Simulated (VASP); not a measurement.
# BPt2 (P6_3/mmc) in VASP: notebook

BPt2 is run at these levels: LDA; tasks: single point.

Everything below comes from runs of VASP 6.6.1. Logs are shortened: lines on timing, memory, paths and dates and some standing lists are left out, and cuts for length are marked.

## Step 1: The cell of the first run

It takes space group P6_3/mmc (No. 194, hexagonal). Conventional cell: a = 2.806 Å, b = 2.806 Å, c = 9.925 Å, α = 90.00°, β = 90.00°, γ = 120.00°. Within 2.9 Å of B (site symmetry -6m2) lie 6 Pt at 2.09 Å and 6 B at 2.81 Å. Within 2.9 Å of Pt (site symmetry 3m) lie 3 B at 2.09 Å and 10 Pt at 2.66 to 2.82 Å.

## Step 2: Single point, LDA

INCAR reads:

```
PREC     = Accurate       # precision mode
ENCUT    = 520            # plane-wave cutoff, eV
EDIFF    = 1E-6           # SCF threshold, eV
ISMEAR   = 1              # smearing method
SIGMA    = 0.1            # smearing width, eV
LREAL    = False          # projectors in reciprocal space
LASPH    = True           # aspherical terms in the spheres
NELM     = 80             # most SCF steps
ALGO     = Normal         # electronic algorithm
ISIF     = 2              # what is computed and relaxed
LWAVE    = False          # write WAVECAR
LCHARG   = True           # write CHGCAR
GGA      = CA             # functional
LELF     = True           # ELF
LVHAR    = True         
NBANDS   = 32             # bands
```

KPOINTS reads:

```
regular mesh
0
Gamma
  9 9 3
```

POSCAR reads:

```
BPt2
1.0
    2.8061544529      0.0000000000      0.0000000000
   -1.4030772264      2.4302014435      0.0000000000
    0.0000000000      0.0000000000      9.9251540813
B Pt
2 4
Direct
    0.6666666667      0.3333333333      0.7500000000
    0.3333333333      0.6666666667      0.2500000000
    0.6666666667      0.3333333333      0.3837940000
    0.3333333333      0.6666666667      0.6162060000
    0.3333333333      0.6666666667      0.8837940000
    0.6666666667      0.3333333333      0.1162060000
```

Potentials or basis: VASP PAW LDA potentials, release 64 (B, Pt).

Started as:

```
> cat potpaw_LDA.64/B/POTCAR potpaw_LDA.64/Pt/POTCAR > POTCAR
> mpirun -np 1 vasp_std > vasp.out
```

OUTCAR:

```text
PREC = Accurate
   ENCUT = 520
   EDIFF = 1E-6
   ISMEAR = 1
   LREAL = False
   LASPH = True
   NELM = 80
   ISIF = 2
   GGA = CA

 ion  position               nearest neighbor table
   1  0.667  0.333  0.750-   4 2.09   5 2.09   4 2.09   5 2.09   4 2.09   5 2.09
   2  0.333  0.667  0.250-   3 2.09   6 2.09   3 2.09   6 2.09   3 2.09   6 2.09
   3  0.667  0.333  0.384-   2 2.09   2 2.09   2 2.09   6 2.66   4 2.82   4 2.82   4 2.82
   4  0.333  0.667  0.616-   1 2.09   1 2.09   1 2.09   5 2.66   3 2.82   3 2.82   3 2.82
   5  0.333  0.667  0.884-   1 2.09   1 2.09   1 2.09   4 2.66   6 2.82   6 2.82   6 2.82
   6  0.667  0.333  0.116-   2 2.09   2 2.09   2 2.09   3 2.66   5 2.82   5 2.82   5 2.82

  LATTYP: Found a hexagonal cell.
 ALAT       =     2.8061544529
 C/A-ratio  =     3.5369236611

  Lattice vectors:

 A1 = (   2.8061544529,   0.0000000000,   0.0000000000)
 A2 = (  -1.4030772264,   2.4302014435,   0.0000000000)
 A3 = (   0.0000000000,   0.0000000000,   9.9251540813)

Analysis of symmetry for initial positions (statically):
=====================================================================
 Subroutine PRICEL returns:
 Original cell was already a primitive cell.

 Routine SETGRP: Setting up the symmetry group for a
 hexagonal supercell.

 Subroutine GETGRP returns: Found 24 space group operations
 (whereof 12 operations were pure point group operations)
 out of a pool of 24 trial point group operations.

The static configuration has the point symmetry D_3d.
 The point group associated with its full space group is D_6h.

Analysis of symmetry for dynamics (positions and initial velocities):
=====================================================================
 Subroutine PRICEL returns:
 Original cell was already a primitive cell.

 Routine SETGRP: Setting up the symmetry group for a
 hexagonal supercell.

 Subroutine GETGRP returns: Found 24 space group operations
 (whereof 12 operations were pure point group operations)
 out of a pool of 24 trial point group operations.

The dynamic configuration has the point symmetry D_3d.
 The point group associated with its full space group is D_6h.

 Subroutine INISYM returns: Found 24 space group operations
 (whereof 12 operations are pure point group operations),
 and found     1 'primitive' translations

----------------------------------------------------------------------------------------

                                     Primitive cell

  volume of cell :      67.6848

  direct lattice vectors                    reciprocal lattice vectors
     2.806154453  0.000000000  0.000000000     0.356359572  0.205744261  0.000000000
    -1.403077226  2.430201444  0.000000000     0.000000000  0.411488522  0.000000000
     0.000000000  0.000000000  9.925154081     0.000000000  0.000000000  0.100754103

  length of vectors
     2.806154453  2.806154800  9.925154081     0.411488573  0.411488522  0.100754103

  position of ions in fractional coordinates (direct lattice)
     0.666666667  0.333333333  0.750000000
     0.333333333  0.666666667  0.250000000
     0.666666667  0.333333333  0.383794000
     0.333333333  0.666666667  0.616206000
     0.333333333  0.666666667  0.883794000
     0.666666667  0.333333333  0.116206000

  ion indices of the primitive-cell ions
   primitive index   ion index
                 1           1
                 2           2
                 3           3
                 4           4
                 5           5
                 6           6

----------------------------------------------------------------------------------------

 KPOINTS: regular mesh

Automatic generation of k-mesh.
 Grid dimensions read from file:
 generate k-points for:    9    9    3

 Generating k-lattice:

  Cartesian coordinates                     Fractional coordinates (reciprocal lattice)
     0.039595508  0.022860473  0.000000000     0.111111111  0.000000000  0.000000000
     0.000000000  0.045720947  0.000000000     0.000000000  0.111111111  0.000000000
     0.000000000  0.000000000  0.033584701     0.000000000  0.000000000  0.333333333

  Length of vectors
     0.045720953  0.045720947  0.033584701

  Shift w.r.t. Gamma in fractional coordinates (k-lattice)
     0.000000000  0.000000000  0.000000000

 Subroutine IBZKPT returns following result:
 ===========================================

 Found     24 irreducible k-points:

 Following reciprocal coordinates:
            Coordinates               Weight
  0.000000  0.000000  0.000000      1.000000
  0.111111  0.000000  0.000000      6.000000
  0.222222  0.000000  0.000000      6.000000
  0.333333 -0.000000  0.000000      6.000000
  0.444444  0.000000  0.000000      6.000000
  0.111111  0.111111  0.000000      6.000000
[... 16 lines left out ...]
  0.333333  0.222222  0.333333     24.000000
  0.333333  0.333333  0.333333      4.000000
   k-points           NKPTS =     24   k-points in BZ     NKDIM =     24   number of bands    NBANDS=     32
   number of dos      NEDOS =    301   number of ions     NIONS =      6
   total plane-waves  NPLWV =  46080
   dimension x,y,z NGX =    24 NGY =   24 NGZ =   80
   dimension x,y,z NGXF=    48 NGYF=   48 NGZF=  160
   ions per type =               2   4
   NGX,Y,Z   is equivalent  to a cutoff of  14.22, 14.22, 13.40 a.u.
   NGXF,Y,Z  is equivalent  to a cutoff of  28.44, 28.44, 26.80 a.u.
 SYSTEM =  unknown system
   PREC   = accura    normal or accurate (medium, high low for compatibility)
   ISTART =      0    job   : 0-new  1-cont  2-samecut
   ICHARG =      2    charge: 1-file 2-atom 10-const
   ISPIN  =      1    spin polarized calculation?
   LNONCOLLINEAR =      F non collinear calculations
   LSORBIT =      F    spin-orbit coupling
   LASPH  =      T    aspherical Exc in radial PAW
   ENCUT  =  520.0 eV  38.22 Ry    6.18 a.u.   5.22  5.22 18.45*2*pi/ulx,y,z
   NELM   =     80;   NELMIN=  2; NELMDL= -5     # of ELM steps
   EDIFF  = 0.1E-05   stopping-criterion for ELM
   LREAL  =      F    real-space projection
   EDIFFG = 0.1E-04   stopping-criterion for IOM
   NSW    =      0    number of steps for IOM
   IBRION =     -1    ionic relax: 0-MD 1-quasi-New 2-CG
   NFREE  =      0    steps in history (QN), initial steepest desc. (CG)
   ISIF   =      2    stress and relaxation
   ISYM   =      2    0-nonsym 1-usesym 2-fastsym
   POTIM  = 0.5000    time-step for ionic-motion
   TEBEG  =    0.0;   TEEND  =   0.0 temperature during run
   PSTRESS=    0.0 pullay stress
   NELECT =      46.0000    total number of electrons
   NUPDOWN=      -1.0000    fix difference up-down
   EMIN   =  10.00;   EMAX   =-10.00  energy-range for DOS
   EFERMI =   0.00;   METHOD = LEGACY
   ISMEAR =     1;   SIGMA  =   0.10  broadening in eV -4-tet -1-fermi 0-gaus
   EFERMI_NEDOS =   21; number of points for ismear=-14 and -15
   IALGO  =     38    algorithm
   IMIX   =      4    mixing-type and parameters
     AMIX     =   0.40;   BMIX     =  1.00
     AMIX_MAG =   1.60;   BMIX_MAG =  1.00
  volume/ion in A,a.u.               =      11.28        76.13
  Fermi-wavevector in a.u.,A,eV,Ry     =   1.439341  2.719960 28.187230  2.071703
  Thomas-Fermi vector in A             =   2.558207
   LORBIT       =      0    0 simple, 1 ext, 2 COOP (PROOUT), +10 PAW based schemes
   GGA     = CA    functional components
   LHFCALC =     F    Hartree Fock is set to
   AEXX    =    0.0000 exact exchange contribution
   IVDW    =     0    specifies the selected vdW correction
   LEPSILON=     F    determine dielectric tensor
   LRPA    =     F    only Hartree local field effects (RPA)
 non-spin polarized calculation
 Methfessel and Paxton  Order N= 1 SIGMA  =   0.10
  energy-cutoff  :      520.00
  volume of cell :       67.68
 maximum number of plane-waves:      1839
 NGX is ok and might be reduce to    24
   NGX = 11   NGY = 11   NGZ = 37

 number of electron      45.9999998 magnetization

 Free energy of the ion-electron system (eV)
  ---------------------------------------------------
  ext. energy  EPLUGINS =         0.00000000
  ---------------------------------------------------
  free energy    TOTEN  =       -45.39775005 eV

  energy without entropy =      -45.39641450  energy(sigma->0) =      -45.39730487

 E-fermi :  12.4304     XC(G=0): -13.8579

 val. band max:       12.4072950077   @ k =   0.3333   0.1111   0.3333
 cond. band min:      12.4848494382   @ k =   0.3333   0.2222   0.0000
 fundamental gap:      0.0775544305
 Fermi energy:        12.4303803062

 k-point     1 :       0.0000    0.0000    0.0000
  band No.  band energies     occupation
      1      -0.9395      2.00000
      2      -0.0325      2.00000
      3       2.1271      2.00000
      4       3.2299      2.00000
      5       5.2137      2.00000
      6       5.9561      2.00000
[... 24 lines left out ...]
     31      20.5075      0.00000
     32      21.7806      0.00000

 k-point     2 :       0.1111    0.0000    0.0000
  band No.  band energies     occupation
      1      -0.6071      2.00000
      2       0.2188      2.00000
      3       2.5659      2.00000
      4       3.6173      2.00000
      5       5.3385      2.00000
      6       6.1061      2.00000
[... 24 lines left out ...]
     31      20.6744      0.00000
     32      22.1265      0.00000

 k-point     3 :       0.2222    0.0000    0.0000
  band No.  band energies     occupation
      1       0.2829      2.00000
      2       0.8505      2.00000
      3       3.6856      2.00000
      4       4.4638      2.00000
      5       4.9233      2.00000
      6       5.7249      2.00000
[... 24 lines left out ...]
     31      20.8969      0.00000
     32      22.5059      0.00000

 k-point     4 :       0.3333   -0.0000    0.0000
  band No.  band energies     occupation
      1       1.3877      2.00000
      2       1.6087      2.00000
      3       3.9044      2.00000
      4       4.5191      2.00000
      5       4.7452      2.00000
      6       4.9624      2.00000
[... 24 lines left out ...]
     31      20.6160      0.00000
     32      21.1453      0.00000

 k-point     5 :       0.4444    0.0000    0.0000
  band No.  band energies     occupation
      1       2.0645      2.00000
      2       2.4382      2.00000
      3       3.1854      2.00000
      4       4.1825      2.00000
      5       4.3644      2.00000
      6       4.7465      2.00000
[... 584 lines left out ...]
     31      19.3733      0.00000
     32      20.8093      0.00000

 k-point    22 :       0.2222    0.2222    0.3333
  band No.  band energies     occupation
      1       2.0161      2.00000
      2       2.0299      2.00000
      3       4.5766      2.00000
      4       4.8030      2.00000
      5       5.0455      2.00000
      6       5.3491      2.00000
[... 24 lines left out ...]
     31      20.3410      0.00000
     32      21.0373      0.00000

 k-point    23 :       0.3333    0.2222    0.3333
  band No.  band energies     occupation
      1       2.6603      2.00000
      2       2.7546      2.00000
      3       4.1319      2.00000
      4       4.2751      2.00000
      5       5.1024      2.00000
      6       5.3578      2.00000
[... 24 lines left out ...]
     31      19.8261      0.00000
     32      21.0612      0.00000

 k-point    24 :       0.3333    0.3333    0.3333
  band No.  band energies     occupation
      1       3.0643      2.00000
      2       3.0643      2.00000
      3       4.0942      2.00000
      4       4.3701      2.00000
      5       4.9813      2.00000
      6       4.9813      2.00000
[... 24 lines left out ...]
     31      19.4890      0.00000
     32      20.8487      0.00000

------------------------ aborting loop because EDIFF is reached ----------------------------------------

  FORCE on cell =-STRESS in cart. coord.  units (eV):
  Direction    XX          YY          ZZ          XY          YZ          ZX
  --------------------------------------------------------------------------------------
  -------------------------------------------------------------------------------------
  Total       13.5805665     13.5805710     17.0927982      0.0000000      0.0000000      0.0000000
  in kB      321.4677177    321.4678236    404.6063036      0.0000000      0.0000000      0.0000000
  external PRESSURE =     349.1806150 kB  Pullay stress =       0.0000000 kB

 VOLUME and BASIS-vectors are now :
 -----------------------------------------------------------------------------
  energy-cutoff  :      520.00
  volume of cell :       67.68
      direct lattice vectors                 reciprocal lattice vectors
     2.806154453  0.000000000  0.000000000     0.356359572  0.205744261  0.000000000
    -1.403077226  2.430201444  0.000000000     0.000000000  0.411488522  0.000000000
     0.000000000  0.000000000  9.925154081     0.000000000  0.000000000  0.100754103

 POSITION                                       TOTAL-FORCE (eV/Angst)
 -----------------------------------------------------------------------------------
      1.40308      0.81007      7.44387        -0.000000      0.000000     -0.000000
     -0.00000      1.62013      2.48129         0.000000      0.000000     -0.000000
      1.40308      0.81007      3.80921        -0.000000     -0.000000      1.476924
     -0.00000      1.62013      6.11594         0.000000      0.000000     -1.476924
     -0.00000      1.62013      8.77179         0.000000     -0.000000      1.476924
      1.40308      0.81007      1.15336         0.000000      0.000000     -1.476924
 -----------------------------------------------------------------------------------
    total drift:                                0.000000     -0.000000      0.000000

  FREE ENERGIE OF THE ION-ELECTRON SYSTEM (eV)
  ---------------------------------------------------
  free  energy   TOTEN  =       -45.3977500487 eV

  energy  without entropy=      -45.3964145017  energy(sigma->0) =      -45.39730487
```

Run time: 75 s. Hardware: 1 thread of Intel Xeon 8259CL, shared host; peak memory 0.19 GiB.

Results:

- Free energy: -45.3978 eV
- Pressure: 34.9 GPa
- Largest force: 1.477 eV/Å
- Band gap on the k mesh: zero (bands 23 and 24 overlap by 3.42 eV)

Forces on the atoms (eV/Å):
```
B    0.000  0.000  0.000
B    0.000  0.000  0.000
Pt   0.000  0.000  1.477
Pt   0.000  0.000 -1.477
Pt   0.000  0.000  1.477
Pt   0.000  0.000 -1.477
```

Levels at points of the mesh, in eV from the Fermi level:
```tsv
k point	band 19	band 20	band 21	band 22	band 23	band 24	band 25	band 26	band 27	band 28
(0.00, 0.00, 0.00)	-2.89	-2.89	-2.47	-2.47	-1.35	-1.35	0.16	2.12	6.07	6.07
```

Caveat: the cell stands under pressure; spin-orbit coupling is left out, which moves the levels of the heavy elements; forces of over 1 eV/Å act on the atoms, so gaps and moduli don't describe the material at rest.

## Step 3: Single point, LDA

This run uses another cell than the first one, of 11.79 Å³/atom.

INCAR reads:

```
ALGO = Normal ; EDIFF = 1E-7
ENCUT = 520 ; ISIF = 2
ISMEAR = 1 ; LASPH = T
LCHARG = T ; LELF = T
LREAL = F ; LVHAR = T
LWAVE = F ; NBANDS = 32
NELM = 100 ; PREC = Accurate
SIGMA = 0.1
```

KPOINTS reads:

```
k-points
0
Gamma
  9 9 3
```

Changes to POSCAR since step 2:

```diff
@@ -2,5 +2,5 @@
 1.0
-    2.8061544529      0.0000000000      0.0000000000
-   -1.4030772264      2.4302014435      0.0000000000
-    0.0000000000      0.0000000000      9.9251540813
+    2.8480435309      0.0000000000      0.0000000000
+   -1.4240217654      2.4664784552      0.0000000000
+    0.0000000000      0.0000000000     10.0733125523
 B Pt
```

Potentials or basis: VASP PAW LDA potentials, release 64 (B, Pt).

Started as:

```
> cat potpaw_LDA.64/B/POTCAR potpaw_LDA.64/Pt/POTCAR > POTCAR
> mpirun -np 1 vasp_std > vasp.out
```

It took 84 s on 1 thread of Intel Xeon 8259CL, shared host; peak memory 0.19 GiB.

Results (log left out):

- Free energy: -45.8889 eV
- Pressure: 16.7 GPa
- Largest force: 0.928 eV/Å
- Band gap on the k mesh: zero (bands 23 and 24 overlap by 3.32 eV)

Forces on the atoms (eV/Å):
```
B    0.000  0.000  0.000
B    0.000  0.000  0.000
Pt   0.000  0.000  0.928
Pt   0.000  0.000 -0.928
Pt   0.000  0.000  0.928
Pt   0.000  0.000 -0.928
```

Stress tensor (GPa, compression positive):
```
14.96  0.00  0.00
 0.00 14.96  0.00
 0.00  0.00 20.13
```

Levels at points of the mesh, in eV from the Fermi level:
```tsv
k point	band 19	band 20	band 21	band 22	band 23	band 24	band 25	band 26	band 27	band 28
(0.00, 0.00, 0.00)	-2.71	-2.71	-2.33	-2.33	-1.29	-1.29	0.16	2.15	5.99	5.99
```

Caveat: the cell stands under pressure; spin-orbit coupling is left out, which moves the levels of the heavy elements.

(Part 1 of 2 ends here.)
